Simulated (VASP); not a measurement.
## W: single point with PBE

W:

```
CELL_PARAMETERS angstrom
-1.59217 1.59217 1.59217
1.59217 -1.59217 1.59217
1.59217 1.59217 -1.59217
ATOMIC_POSITIONS crystal
W 0.00000 0.00000 0.00000
```

| Quantity | Value |
| --- | --- |
| Program | VASP 6.6.1 |
| Task | single point |
| Functional | PBE |
| Potentials or basis | VASP PAW PBE potentials, release 64 (W_sv) |
| Cutoff | 520 eV |
| k mesh | 15 × 15 × 15 |
| Occupations | fermi-dirac, width 0.1 eV |
| Spin | no spin polarisation |
| Dipole correction | no |
| Further INCAR settings | ALGO = Normal; EDIFF = 1e-06; NBANDS = 13 |

| Property | Result |
| --- | --- |
| Pressure | 0.4 GPa |
| Band gap on the k mesh | zero (band 7 reaches 15.71 eV, above the bottom of band 8 at 9.98 eV) |

Levels at points of the mesh, in eV from the Fermi level:
| k point | band 5 | band 6 | band 7 | band 8 | band 9 | band 10 |
| --- | --- | --- | --- | --- | --- | --- |
| (0.00, 0.00, 0.00) | -9.50 | -1.17 | -1.17 | -1.17 | 2.25 | 2.25 |

Run time: 26 s on 1 thread of Intel Xeon 8259CL, on a shared host, peak memory 0.16 GiB.

Caveat: spin-orbit coupling is left out, which moves the levels of the heavy elements.
